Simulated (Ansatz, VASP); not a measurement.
**Hf: VASP beside Ansatz**

File INCAR:

```
SYSTEM = Hf
ALGO = Normal
EDIFF = 1E-6
ENCUT = 520
GGA = PE
ISIF = 2
ISMEAR = -1
LASPH = .True.
LCHARG = .False.
LREAL = .False.
LWAVE = .False.
NBANDS = 11
NELM = 60
PREC = Accurate
SIGMA = 0.05
```

Contents of KPOINTS:

```
k-points
0
Gamma
  14 14 14
  0 0 0
```

File POSCAR:

```
Hf
1.0
   -1.8230500000      1.8050000000      1.8050000000
    1.8050000000     -1.8230500000      1.8050000000
    1.8050000000      1.8050000000     -1.8230500000
Hf
1
Direct
    0.0000000000      0.0000000000      0.0000000000
```

Input for Ansatz:

```yaml
crystal:
  lattice:
    - [-1.82305, 1.805, 1.805]
    - [1.805, -1.82305, 1.805]
    - [1.805, 1.805, -1.82305]
  atoms:
    - { symbol: Hf, position: [0.0, 0.0, 0.0] }
kpoints:
  mp_grid: { grid: [14, 14, 14] }
  band_path:
    path:
      - [0.0, 0.0, 0.0]
      - [0.0, 0.0, 0.5]
      - [-0.5, 0.5, 0.5]
      - [-0.7524689983, 0.2475310017, 0.2475310017]
      - [0.2475310017, 0.2475310017, 0.2475310017]
      - [0.0, 0.0, 0.0]
      - [-0.5, 0.0, 0.5]
    npoints: 5
scf:
  occupations: { method: fermi_dirac, width: 0.05 }
hamiltonian:
  xc: pbe
  pseudopotentials: { kind: all_electron, lapw: { basis_error: 0.0005 } }
output:
  forces: true
  stress: true
  eigenvalues: true
```

Change from the starting cell: equal xy, yz and zx shear strains of -1 %.

Alike in both runs: task single point; functional PBE; k mesh 14 × 14 × 14; occupations fermi-dirac, width 0.05 eV; no spin polarisation.

|  | VASP | Ansatz |
| --- | --- | --- |
| version | VASP 6.6.1 | Ansatz 0.2.0 |
| potentials or method | VASP PAW PBE potentials, release 64 (Hf_pv), cutoff 520 eV | all-electron LAPW, scalar-relativistic |

Ansatz gave:

- pressure (GPa): -4.9
- traceless stress, the component that is largest in VASP (GPa): 0.48

Task: Which values does VASP return?

Result: Pressure (GPa): -5.3; traceless stress, the component that is largest in VASP (GPa): 0.47.

Ansatz ran all-electron here, and VASP with PAW potentials.

Neither program's run includes spin-orbit coupling.
